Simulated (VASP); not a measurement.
# Al9H in VASP: relaxation of the atoms with PBE

Aim: the relaxation of the atoms of Al9H with PBE.

All numbers are computed with VASP 6.6.1; they aren't measurements. Logs are shortened: lines on timing, memory, paths and dates and some standing lists are left out, and cuts for length are marked.

**1. The cell of the first run**

The cell holds a slab with vacuum, 10 atoms: a = 2.854 Å, b = 2.854 Å, c = 34.261 Å, α = 90.00°, β = 90.00°, γ = 120.00°.

**2. Relaxation of the atoms, PBE**

The input, INCAR:

```
PREC     = Accurate       # precision mode
ENCUT    = 520            # plane-wave cutoff, eV
EDIFF    = 1E-6           # SCF threshold, eV
ISMEAR   = 0              # smearing method
SIGMA    = 0.1            # smearing width, eV
LREAL    = F              # projectors in reciprocal space
LASPH    = T              # aspherical terms in the spheres
NELM     = 100            # most SCF steps
ALGO     = Normal         # electronic algorithm
ISIF     = 2              # what is computed and relaxed
LWAVE    = F              # write WAVECAR
LCHARG   = F              # write CHGCAR
LDIPOL   = T            
IDIPOL   = 3            
DIPOL    = 0.5 0.5 0.414
GGA      = PE             # functional
IBRION   = 2              # ionic algorithm
NSW      = 50             # ionic steps
EDIFFG   = -0.025         # ionic threshold
```

The input, KPOINTS:

```
regular mesh
0
Gamma
  9 9 1
```

The input, POSCAR:

```
Al9H
1.0
    2.8535431556      0.0000000000      0.0000000000
   -1.4267715778      2.4712408635      0.0000000000
    0.0000000000      0.0000000000     34.2605580981
Al H
9 1
Selective dynamics
Direct
    0.3333333333      0.6666666667      0.1167523304  F F F
    0.0000000000      0.0000000000      0.1852090274  F F F
    0.6666666667      0.3333333333      0.2536657244  F F F
    0.0000000000      0.0000000000      0.3221224214  F F F
    0.3333333333      0.6666666667      0.3899858430  F F F
    0.0000000000      0.0000000000      0.4578168584  F F F
    0.6666666667      0.3333333333      0.5268325047  F F F
    0.0000000000      0.0000000000      0.5950901730  F F F
    0.3333333333      0.6666666667      0.6643370500  T T T
    0.6666666667      1.3333333333      0.6326452842  F F T
```

Potentials or basis: VASP PAW PBE potentials, release 64 (Al, H).

The run is started by

```sh
> cat potpaw_PBE.64/Al/POTCAR potpaw_PBE.64/H/POTCAR > POTCAR
> mpirun -np 1 vasp_std > vasp.out
```

OUTCAR:

```text
PREC = Accurate
   ENCUT = 520
   EDIFF = 1E-6
   ISMEAR = 0
   LREAL = F
   LASPH = T
   NELM = 100
   ISIF = 2
   GGA = PE
   IBRION = 2
   NSW = 50
   EDIFFG = -0.025

 ion  position               nearest neighbor table
   1  0.333  0.667  0.117-   2 2.87   2 2.87   2 2.87
   2  0.000  0.000  0.185-   1 2.87   3 2.87   1 2.87   3 2.87   3 2.87   1 2.87
   3  0.667  0.333  0.254-   2 2.87   4 2.87   2 2.87   4 2.87   2 2.87   4 2.87
   4  0.000  0.000  0.322-   5 2.85   5 2.85   5 2.85   3 2.87   3 2.87   3 2.87
   5  0.333  0.667  0.390-   6 2.85   6 2.85   6 2.85   4 2.85   4 2.85   4 2.85
   6  0.000  0.000  0.458-   5 2.85   5 2.85   5 2.85   7 2.88   7 2.88   7 2.88
   7  0.667  0.333  0.527-   8 2.86   8 2.86   8 2.86   6 2.88   6 2.88   6 2.88
   8  0.000  0.000  0.595-  10 2.09  10 2.09  10 2.09   7 2.86   7 2.86   7 2.86   9 2.89   9 2.89
                             9 2.89
   9  0.333  0.667  0.664-  10 1.97  10 1.97  10 1.97   8 2.89   8 2.89   8 2.89
  10  0.667  0.333  0.633-   9 1.97   9 1.97   9 1.97   8 2.09   8 2.09   8 2.09

  LATTYP: Found a hexagonal cell.
 ALAT       =     2.8535431556
 C/A-ratio  =    12.0063220459

  Lattice vectors:

 A1 = (   2.8535431556,   0.0000000000,   0.0000000000)
 A2 = (  -1.4267715778,   2.4712408635,   0.0000000000)
 A3 = (   0.0000000000,   0.0000000000,  34.2605580981)

Analysis of symmetry for initial positions (statically):
=====================================================================
 Subroutine PRICEL returns:
 Original cell was already a primitive cell.

 Routine SETGRP: Setting up the symmetry group for a
 hexagonal supercell.

 Subroutine GETGRP returns: Found  6 space group operations
 (whereof  6 operations were pure point group operations)
 out of a pool of 24 trial point group operations.

The static configuration has the point symmetry C_3v.

Analysis of symmetry for dynamics (positions and initial velocities):
=====================================================================
 Subroutine PRICEL returns:
 Original cell was already a primitive cell.

 Routine SETGRP: Setting up the symmetry group for a
 hexagonal supercell.

 Subroutine GETGRP returns: Found  6 space group operations
 (whereof  6 operations were pure point group operations)
 out of a pool of 24 trial point group operations.

The dynamic configuration has the point symmetry C_3v.

Analysis of constrained symmetry for selective dynamics:
=====================================================================
[... 142 lines left out ...]
   LEPSILON=     F    determine dielectric tensor
   LRPA    =     F    only Hartree local field effects (RPA)
 conjugate gradient relaxation of ions
 non-spin polarized calculation
 Gauss-broadening in eV      SIGMA  =   0.10
  energy-cutoff  :      520.00
  volume of cell :      241.60
 maximum number of plane-waves:      6547
 NGX is ok and might be reduce to    24
   NGX = 11   NGY = 11   NGZ =127

--------------------------------------- Ionic step        1  -------------------------------------------

 number of electron      27.9999999 magnetization

 Free energy of the ion-electron system (eV)
  ---------------------------------------------------
  ext. energy  EPLUGINS =         0.00000000
  ---------------------------------------------------
  free energy    TOTEN  =       -35.45379575 eV

  energy without entropy =      -35.43566760  energy(sigma->0) =      -35.44473167

------------------------ aborting loop because EDIFF is reached ----------------------------------------

  FORCE on cell =-STRESS in cart. coord.  units (eV):
  Direction    XX          YY          ZZ          XY          YZ          ZX
  --------------------------------------------------------------------------------------
  -------------------------------------------------------------------------------------
  Total       -0.1745176     -0.1745176      1.9430363      0.0000000      0.0000000     -0.0000000
  in kB       -1.1573265     -1.1573265     12.8853892      0.0000000      0.0000000     -0.0000000
  external PRESSURE =       3.5235788 kB  Pullay stress =       0.0000000 kB
[... 157 lines left out ...]
  FREE ENERGIE OF THE ION-ELECTRON SYSTEM (eV)
  ---------------------------------------------------
  free  energy   TOTEN  =       -35.5464200759 eV

  energy  without entropy=      -35.5330424911  energy(sigma->0) =      -35.53973128

 dipolmoment           0.000000      0.000000      0.001689 electrons x Angstroem

--------------------------------------- Ionic step        5  -------------------------------------------

 number of electron      28.0000000 magnetization

------------------------ aborting loop because EDIFF is reached ----------------------------------------
[... 127 lines left out ...]
--------------------------------------- Ionic step        8  -------------------------------------------

 number of electron      27.9999999 magnetization

 dipolmoment           0.000000      0.000000     -0.004904 electrons x Angstroem

 Free energy of the ion-electron system (eV)
  ---------------------------------------------------
  ext. energy  EPLUGINS =         0.00000000
  ---------------------------------------------------
  free energy    TOTEN  =       -35.54732383 eV

  energy without entropy =      -35.53415845  energy(sigma->0) =      -35.54074114

 E-fermi :   3.6136     XC(G=0):  -6.9165

 val. band max:        3.5803570805   @ k =   0.0000   0.0000   0.0000
 cond. band min:       3.6598836750   @ k =   0.4444  -0.0000   0.0000
 fundamental gap:      0.0795265945
 Fermi energy:         3.6136460821

 k-point     1 :       0.0000    0.0000    0.0000
  band No.  band energies     occupation
      1      -8.2738      2.00000
      2      -7.4910      2.00000
      3      -7.1334      2.00000
      4      -6.6138      2.00000
      5      -5.9085      2.00000
      6      -5.0745      2.00000
[... 265 lines left out ...]
     19       3.1931      2.00000
     20       3.7899      0.01266

------------------------ aborting loop because EDIFF is reached ----------------------------------------

 vacuum level on the upper side and lower side of the slab       (xc-potential included)        -0.236        -0.125

  FORCE on cell =-STRESS in cart. coord.  units (eV):
  Direction    XX          YY          ZZ          XY          YZ          ZX
  --------------------------------------------------------------------------------------
  -------------------------------------------------------------------------------------
  Total       -0.6877620     -0.6877620     -0.3513308      0.0000000      0.0000000      0.0000000
  in kB       -4.5609444     -4.5609444     -2.3298765      0.0000000      0.0000000      0.0000000
  external PRESSURE =      -3.8172551 kB  Pullay stress =       0.0000000 kB
[... 25 lines left out ...]
  FREE ENERGIE OF THE ION-ELECTRON SYSTEM (eV)
  ---------------------------------------------------
  free  energy   TOTEN  =       -35.5473238316 eV

  energy  without entropy=      -35.5341584519  energy(sigma->0) =      -35.54074114

 reached required accuracy - stopping structural energy minimisation

 vacuum level on the upper side and lower side of the slab         7.255         7.365
```

Run time: 9.8 min. Hardware: 1 thread of AMD EPYC 7R43 (Zen 3), shared host; peak memory 0.39 GiB.

What came out:

| Property | Result |
| --- | --- |
| Free energy | -35.5473 eV |
| Energy gained by relaxing | 9.4 meV/atom |
| Ionic steps | 8 |
| Band gap on the k mesh | zero (bands 14 and 15 overlap by 3.55 eV) |

Step by step:
| step | energy change (eV) | largest force on free atoms (eV/Å) | pressure (GPa) |
| --- | --- | --- | --- |
| 1 | 0.0000 | 0.5915 | 0.35 |
| 2 | -0.0162 | 0.5418 | 0.26 |
| 3 | -0.0569 | 0.4091 | 0.01 |
| 4 | -0.0926 | 0.0504 | -0.39 |
| 5 | -0.0928 | 0.0461 | -0.38 |
| 6 | -0.0927 | 0.0434 | -0.37 |
| 7 | -0.0930 | 0.0378 | -0.37 |
| 8 | -0.0935 | 0.0217 | -0.38 |

Final structure:
```
CELL_PARAMETERS angstrom
2.85354 0.00000 0.00000
-1.42677 2.47124 0.00000
0.00000 0.00000 34.26056
ATOMIC_POSITIONS crystal
Al 0.33333 0.66667 0.11675
Al 0.00000 0.00000 0.18521
Al 0.66667 0.33333 0.25367
Al 0.00000 0.00000 0.32212
Al 0.33333 0.66667 0.38999
Al 0.00000 0.00000 0.45782
Al 0.66667 0.33333 0.52683
Al 0.00000 0.00000 0.59509
Al 0.33333 0.66667 0.67232
H 0.66667 0.33333 0.63279
```

Levels at points of the mesh, in eV from the Fermi level:
```csv
k point,band 11,band 12,band 13,band 14,band 15,band 16
"(0.00, 0.00, 0.00)",-3.07,-1.58,-0.03,1.41,2.62,3.56
```

The gap in the log of VASP goes by the Fermi energy; the results here count the filled bands.